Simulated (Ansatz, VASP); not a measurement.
**Au: VASP beside Ansatz**

```
Au
1.0
     2.92768    0.00000    0.00000
    -1.46384    2.53545    0.00000
     0.00000    0.00000   14.53895
Au
6
Direct
  0.00000 0.00000 0.00032
  0.33333 0.66667 0.16667
  0.00000 0.00000 0.33301
  0.66667 0.33333 0.49941
  0.00000 0.00000 0.66667
  0.66667 0.33333 0.83392
```

Alike in both runs: functional PBE; k mesh 18 × 18 × 4; occupations gaussian, width 0.1 eV; no spin polarisation.

Ansatz relaxed the structure, and its values are those at the end. VASP's run is a single point on that final structure, the one shown.

|  | VASP | Ansatz |
| --- | --- | --- |
| version | VASP 6.6.1 | Ansatz 0.2.0 |
| potentials or method | VASP PAW PBE potentials, release 64 (Au), cutoff 520 eV | scalar-relativistic, plane waves, PAW |
| valence electrons in the cell | 66 | 114 |

|  | VASP | Ansatz | Ansatz less VASP |
| --- | --- | --- | --- |
| gap on the k mesh at the Fermi level (eV) | none | none | - |
| pressure (GPa) | -0.2 | 0.0 | +0.20 |

A gap of «none» marks a metal or a gap that the smearing closes. VASP's potentials hold 66 valence electrons a cell and Ansatz's 114, so a difference there can come from the potentials and not from the codes.

Neither program's run includes spin-orbit coupling.
